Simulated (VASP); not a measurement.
Write the native input for VASP 6.6.1 that does the following.

* Task: relaxation of cell and atoms
* Functional: PBE
* Potentials or basis: VASP PAW PBE potentials, release 64 (Au)
* Cutoff: 600 eV
* k mesh: 9 × 9 × 12
* Occupations: fermi-dirac, width 0.08 eV
* Spin: no spin polarisation
* Dipole correction: no
* Further INCAR settings: ALGO = Normal; EDIFF = 1e-06; IBRION = 2; EDIFFG = -0.005; NSW = 60; ISIF = 3

The structure of Au lies in POSCAR:

```
Au
1.0
    4.6463507160      0.0000000000      0.0000000000
   -2.3231753580      4.0238577550      0.0000000000
    0.0000000000      0.0000000000      2.8807374440
Au
3
Direct
    0.0000000000      0.0000000000      0.0000000000
    0.3333333333      0.6666666667      0.5000000000
    0.6666666667      0.3333333333      0.5000000000
```

This isn't the form of Au at room conditions, which is fcc.

One way to write it, as run:

INCAR

```
ALGO = Normal ; EDIFF = 1E-6
EDIFFG = -0.005 ; ENCUT = 600
GGA = PE ; IBRION = 2
ISIF = 3 ; ISMEAR = -1
LASPH = T ; LCHARG = F
LREAL = F ; LWAVE = F
NELM = 60 ; NSW = 60
PREC = Accurate ; SIGMA = 0.08
```

KPOINTS

```
k-points
0
Gamma
  9 9 12
```

Potentials or basis: VASP PAW PBE potentials, release 64 (Au).

Command:

```bash
$ cat potpaw_PBE.64/Au/POTCAR > POTCAR
$ mpirun -np 1 vasp_std > vasp.out
```

It gave:

The relaxed volume is 18.32 Å³/atom, the relaxed cell is a = 4.755 Å, b = 4.755 Å, c = 2.807 Å, α = 90.00°, β = 90.00°, γ = 120.00° and the space group after relaxing (to 0.1 Å) is P6/mmm (No. 191). The energy gained by relaxing is 17.7 meV/atom. The ionic steps are 10, the pressure after relaxing is 0.0 GPa and the band gap on the k mesh is zero (an odd number of electrons rules out a gap without spin polarisation).

Caveat: spin-orbit coupling is left out, which moves the levels of the heavy elements.

Wall time 3.9 min on 1 thread of Intel(R) Xeon(R) Platinum 8488C (Sapphire Rapids), on a shared host, peak memory 0.25 GiB.
